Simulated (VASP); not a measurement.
# Be (I4/mmm) in VASP: notebook, part 3 of 3

VASP 6.6.1. Earlier steps stand in the parts before.

## (6) Single point, PBEsol (strain +0.030 along x and y, +0.015 along z)

Input file INCAR:

```
SYSTEM = Be
PREC = Accurate
ENCUT = 520
EDIFF = 1E-7
ISMEAR = 0
SIGMA = 0.15
LREAL = .False.
LASPH = .True.
NELM = 100
ALGO = Normal
ISIF = 2
LWAVE = .False.
LCHARG = .True.
GGA = PS
LELF = .True.
LVHAR = .True.
NBANDS = 7
```

Input file KPOINTS:

```
regular mesh
0
Gamma
  26 26 26
  0 0 0
```

Input file POSCAR:

```
Be
1.0
   -1.2907145798      1.2907145798      1.2719177656
    1.2907145798     -1.2907145798      1.2719177656
    1.2907145798      1.2907145798     -1.2719177656
Be
1
Direct
    0.0000000000      0.0000000000      0.0000000000
```

Potentials or basis: VASP PAW PBE potentials, release 64 (Be).

On the command line:

```bash
$ cat potpaw_PBE.64/Be/POTCAR > POTCAR
$ mpirun -np 1 vasp_std > vasp.out
```

OUTCAR:

```text
SYSTEM = Be
   PREC = Accurate
   ENCUT = 520
   EDIFF = 1E-7
   ISMEAR = 0
   LREAL = .False.
   LASPH = .True.
   NELM = 100
   ISIF = 2
   GGA = PS

 ion  position               nearest neighbor table
   1  0.000  0.000  0.000-

  LATTYP: Found a body centered tetragonal cell.
 ALAT       =     2.5814291596
 C/A-ratio  =     0.9854368933

  Lattice vectors:

 A1 = (  -1.2907145798,   1.2907145798,   1.2719177656)
 A2 = (   1.2907145798,  -1.2907145798,   1.2719177656)
 A3 = (   1.2907145798,   1.2907145798,  -1.2719177656)

Analysis of symmetry for initial positions (statically):
=====================================================================
 Subroutine PRICEL returns:
 Original cell was already a primitive cell.

 Routine SETGRP: Setting up the symmetry group for a
 body centered tetragonal supercell.

 Subroutine GETGRP returns: Found 16 space group operations
 (whereof 16 operations were pure point group operations)
 out of a pool of 16 trial point group operations.

The static configuration has the point symmetry D_4h.

Analysis of symmetry for dynamics (positions and initial velocities):
=====================================================================
 Subroutine PRICEL returns:
 Original cell was already a primitive cell.

 Routine SETGRP: Setting up the symmetry group for a
 body centered tetragonal supercell.

 Subroutine GETGRP returns: Found 16 space group operations
 (whereof 16 operations were pure point group operations)
 out of a pool of 16 trial point group operations.

The dynamic configuration has the point symmetry D_4h.

 Subroutine INISYM returns: Found 16 space group operations
 (whereof 16 operations are pure point group operations),
 and found     1 'primitive' translations

----------------------------------------------------------------------------------------

                                     Primitive cell

  volume of cell :       8.4758

  direct lattice vectors                    reciprocal lattice vectors
    -1.290714580  1.290714580  1.271917766     0.000000000  0.387382314  0.393107175
     1.290714580 -1.290714580  1.271917766     0.387382314  0.000000000  0.393107175
     1.290714580  1.290714580 -1.271917766     0.387382314  0.387382314  0.000000000

  length of vectors
     2.224783822  2.224783822  2.224783822     0.551904256  0.551904256  0.547841322

  position of ions in fractional coordinates (direct lattice)
     0.000000000  0.000000000  0.000000000

  ion indices of the primitive-cell ions
   primitive index   ion index
                 1           1

----------------------------------------------------------------------------------------

 KPOINTS: regular mesh

Automatic generation of k-mesh.
 Grid dimensions read from file:
 generate k-points for:   26   26   26

 Generating k-lattice:

  Cartesian coordinates                     Fractional coordinates (reciprocal lattice)
     0.000000000  0.014899320  0.015119507     0.038461538  0.000000000  0.000000000
     0.014899320  0.000000000  0.015119507     0.000000000  0.038461538  0.000000000
     0.014899320  0.014899320  0.000000000     0.000000000  0.000000000  0.038461538

  Length of vectors
     0.021227087  0.021227087  0.021070820

  Shift w.r.t. Gamma in fractional coordinates (k-lattice)
     0.000000000  0.000000000  0.000000000

 Subroutine IBZKPT returns following result:
 ===========================================

 Found   1330 irreducible k-points:

 Following reciprocal coordinates:
            Coordinates               Weight
  0.000000  0.000000  0.000000      1.000000
  0.038462 -0.000000  0.000000      8.000000
  0.076923 -0.000000  0.000000      8.000000
  0.115385  0.000000 -0.000000      8.000000
  0.153846  0.000000  0.000000      8.000000
  0.192308 -0.000000  0.000000      8.000000
[... 16 lines left out ...]
  0.346154  0.038462  0.000000     16.000000
  0.384615  0.038462  0.000000     16.000000
 [... further k-points ...]
   k-points           NKPTS =   1330   k-points in BZ     NKDIM =   1330   number of bands    NBANDS=      7
   number of dos      NEDOS =    301   number of ions     NIONS =      1
   total plane-waves  NPLWV =   5832
   dimension x,y,z NGX =    18 NGY =   18 NGZ =   18
   dimension x,y,z NGXF=    36 NGYF=   36 NGZF=   36
   ions per type =               1
   NGX,Y,Z   is equivalent  to a cutoff of  13.45, 13.45, 13.45 a.u.
   NGXF,Y,Z  is equivalent  to a cutoff of  26.90, 26.90, 26.90 a.u.
 SYSTEM =  Be
   PREC   = accura    normal or accurate (medium, high low for compatibility)
   ISTART =      0    job   : 0-new  1-cont  2-samecut
   ICHARG =      2    charge: 1-file 2-atom 10-const
   ISPIN  =      1    spin polarized calculation?
   LNONCOLLINEAR =      F non collinear calculations
   LSORBIT =      F    spin-orbit coupling
   LASPH  =      T    aspherical Exc in radial PAW
   ENCUT  =  520.0 eV  38.22 Ry    6.18 a.u.   4.14  4.14  4.14*2*pi/ulx,y,z
   NELM   =    100;   NELMIN=  2; NELMDL= -5     # of ELM steps
   EDIFF  = 0.1E-06   stopping-criterion for ELM
   LREAL  =      F    real-space projection
   EDIFFG = 0.1E-05   stopping-criterion for IOM
   NSW    =      0    number of steps for IOM
   IBRION =     -1    ionic relax: 0-MD 1-quasi-New 2-CG
   NFREE  =      0    steps in history (QN), initial steepest desc. (CG)
   ISIF   =      2    stress and relaxation
   ISYM   =      2    0-nonsym 1-usesym 2-fastsym
   POTIM  = 0.5000    time-step for ionic-motion
   TEBEG  =    0.0;   TEEND  =   0.0 temperature during run
   PSTRESS=    0.0 pullay stress
   NELECT =       2.0000    total number of electrons
   NUPDOWN=      -1.0000    fix difference up-down
   EMIN   =  10.00;   EMAX   =-10.00  energy-range for DOS
   EFERMI =   0.00;   METHOD = LEGACY
   ISMEAR =     0;   SIGMA  =   0.15  broadening in eV -4-tet -1-fermi 0-gaus
   EFERMI_NEDOS =   21; number of points for ismear=-14 and -15
   IALGO  =     38    algorithm
   IMIX   =      4    mixing-type and parameters
     AMIX     =   0.40;   BMIX     =  1.00
     AMIX_MAG =   1.60;   BMIX_MAG =  1.00
  volume/ion in A,a.u.               =       8.48        57.20
  Fermi-wavevector in a.u.,A,eV,Ry     =   1.011638  1.911718 13.924350  1.023411
  Thomas-Fermi vector in A             =   2.144699
   LORBIT       =      0    0 simple, 1 ext, 2 COOP (PROOUT), +10 PAW based schemes
   GGA     = PS    functional components
   LHFCALC =     F    Hartree Fock is set to
   AEXX    =    0.0000 exact exchange contribution
   IVDW    =     0    specifies the selected vdW correction
   LEPSILON=     F    determine dielectric tensor
   LRPA    =     F    only Hartree local field effects (RPA)
 non-spin polarized calculation
 Gauss-broadening in eV      SIGMA  =   0.15
  energy-cutoff  :      520.00
  volume of cell :        8.48
 maximum number of plane-waves:       238
 NGX is ok and might be reduce to    18
   NGX =  9   NGY =  9   NGZ =  9

 number of electron       2.0000000 magnetization

 Free energy of the ion-electron system (eV)
  ---------------------------------------------------
  ext. energy  EPLUGINS =         0.00000000
  ---------------------------------------------------
  free energy    TOTEN  =        -3.87943688 eV

  energy without entropy =       -3.87827186  energy(sigma->0) =       -3.87885437

 E-fermi :   7.2748     XC(G=0): -10.3879

 val. band max:        7.2678164317   @ k =   0.3462   0.2692   0.0000
 cond. band min:       7.2948053779   @ k =  -0.2692  -0.3846   0.0385
 fundamental gap:      0.0269889462
 Fermi energy:         7.2747673768

 k-point     1 :       0.0000    0.0000    0.0000
  band No.  band energies     occupation
      1      -4.5039      2.00000
      2      25.4500      0.00000
      3      25.4500      0.00000
      4      25.5719      0.00000
      5      36.1563      0.00000
      6      36.7803      0.00000
      7      36.7803      0.00000
[... 221 lines left out ...]
 k-point    24 :       0.3846    0.0385    0.0000
  band No.  band energies     occupation
      1       0.9217      2.00000
      2       9.7633      0.00000
      3      18.9351      0.00000
      4      21.6138      0.00000
      5      27.5754      0.00000
      6      31.7384      0.00000
      7      40.2970      0.00000

 [... further k-points ...]

------------------------ aborting loop because EDIFF is reached ----------------------------------------

  FORCE on cell =-STRESS in cart. coord.  units (eV):
  Direction    XX          YY          ZZ          XY          YZ          ZX
  --------------------------------------------------------------------------------------
  -------------------------------------------------------------------------------------
  Total       -0.5215969     -0.5215969     -0.4464888      0.0000000     -0.0000000      0.0000000
  in kB      -98.5975449    -98.5975449    -84.3998624      0.0000000     -0.0000000      0.0000000
  external PRESSURE =     -93.8649841 kB  Pullay stress =       0.0000000 kB

 VOLUME and BASIS-vectors are now :
 -----------------------------------------------------------------------------
  energy-cutoff  :      520.00
  volume of cell :        8.48
      direct lattice vectors                 reciprocal lattice vectors
    -1.290714580  1.290714580  1.271917766     0.000000000  0.387382314  0.393107175
     1.290714580 -1.290714580  1.271917766     0.387382314  0.000000000  0.393107175
     1.290714580  1.290714580 -1.271917766     0.387382314  0.387382314  0.000000000

 POSITION                                       TOTAL-FORCE (eV/Angst)
 -----------------------------------------------------------------------------------
      0.00000      0.00000      0.00000         0.000000      0.000000     -0.000000
 -----------------------------------------------------------------------------------
    total drift:                               -0.000000     -0.000000     -0.000000

  FREE ENERGIE OF THE ION-ELECTRON SYSTEM (eV)
  ---------------------------------------------------
  free  energy   TOTEN  =        -3.8794368789 eV

  energy  without entropy=       -3.8782718638  energy(sigma->0) =       -3.87885437
```

stdout:

```text
POSCAR found type information on POSCAR Be
 POSCAR found :  1 types and       1 ions
 scaLAPACK will be used
 -----------------------------------------------------------------------------
|                                                                             |
|                                                                             |
|     You enforced a specific xc type in the INCAR file but a different       |
|     I HOPE YOU KNOW WHAT YOU ARE DOING!                                     |
|                                                                             |
 -----------------------------------------------------------------------------

 LDA part: xc-table for (Slater+PW92), standard interpolation
 POSCAR, INCAR and KPOINTS ok, starting setup
 FFT: planning ... GRIDC
 FFT: planning ... GRID_SOFT
 FFT: planning ... GRID
 WAVECAR not read
 entering main loop
```

It took 1.8 min on 1 thread of Intel Xeon 8259CL, shared host; peak memory 0.17 GiB.

What came out:

- Free energy: -3.8794 eV
- Pressure: -9.4 GPa
- Band gap on the k mesh: zero (bands 1 and 2 overlap by 4.74 eV)

Levels at points of the mesh, in eV from the Fermi level:
```tsv
k point	band 1	band 2	band 3	band 4
(0.00, 0.00, 0.00)	-11.78	18.18	18.18	18.30
(0.50, 0.00, 0.00)	-4.89	0.25	11.44	14.46
(0.50, 0.50, 0.00)	-5.00	0.07	11.75	14.91
(0.50, 0.50, 0.50)	3.56	3.56	4.10	9.29
```

Caveat: the cell differs from its parent crystal (strain +0.030 along x and y, +0.015 along z); the cell stands under tension; the PAW data sets were made with another functional, which shifts forces and pressure a little.

## (7) Overview

| cell | gap on the mesh (eV) | pressure (GPa) |
| --- | --- | --- |
| a = 2.193 Å, angles 107.9, 107.9, 112.7°, 1 atom | none | -4.3 |
| a = 2.192 Å, angles 110.3, 110.3, 107.9°, 1 atom | none | -4.9 |
| a = 2.214 Å, angles 108.7, 108.7, 111.1°, 1 atom | none | -7.8 |
| a = 2.214 Å, angles 109.9, 109.9, 108.7°, 1 atom | none | -8.0 |
| a = 2.225 Å, angles 109.1, 109.1, 110.3°, 1 atom | none | -9.4 |

Alike in all rows: task single point; level PBEsol; potentials or basis VASP PAW PBE potentials, release 64 (Be); no spin polarisation; k mesh 26 × 26 × 26; cutoff (eV) 520; smearing gaussian 0.15 eV.

Caveats: the cell stands under tension; the PAW data sets were made with another functional, which shifts forces and pressure a little.

Total energies depend on the potentials used, so only differences within one code and one set of settings carry meaning.

The gap in the log of VASP goes by the Fermi energy; the results here count the filled bands.